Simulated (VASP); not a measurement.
A run of VASP 6.6.1 is set up as follows.

File INCAR:

```
PREC = Accurate
ENCUT = 520
EDIFF = 1E-7
ISMEAR = 0
SIGMA = 0.1
LREAL = False
LASPH = True
NELM = 80
ALGO = Normal
ISIF = 2
LWAVE = False
LCHARG = True
GGA = PE
LELF = True
LVHAR = True
NBANDS = 25
```

File KPOINTS:

```
Automatic mesh
0
Gamma
  4 4 4
```

Contents of POSCAR:

```
LaAl2N3
1.0
    4.3023061300      0.0000000000      0.0000000000
    0.0000000000      4.3023061300      0.0000000000
    0.0000000000      0.0000000000      5.9561624100
La Al N
1 2 3
Direct
    0.5000000000      0.5000000000      0.6416195900
    0.5000000000      0.0000000000      0.0156150200
    0.0000000000      0.5000000000      0.0156150200
    0.5000000000      0.0000000000      0.6390352200
    0.0000000000      0.5000000000      0.6390352200
    0.0000000000      0.0000000000      0.6707714600
```

Potentials or basis: VASP PAW PBE potentials, release 64 (La, Al, N).

Command:

```bash
$ cat potpaw_PBE.64/La/POTCAR potpaw_PBE.64/Al/POTCAR potpaw_PBE.64/N/POTCAR > POTCAR
$ mpirun -np 1 vasp_std > vasp.out
```

(1) What does it give for the pressure?

(2) Predict the largest force.

(3) Estimate the band gap on the k mesh.

Answers

(1) 7.6 GPa.

(2) 2.628 eV/Å.

(3) zero (band 16 reaches 5.39 eV, above the bottom of band 17 at 4.23 eV).

Caveat: the k points lie up to 0.37 Å⁻¹ apart; spin-orbit coupling is left out, which moves the levels of the heavy elements; forces of over 1 eV/Å act on the atoms, so gaps and moduli don't describe the material at rest.
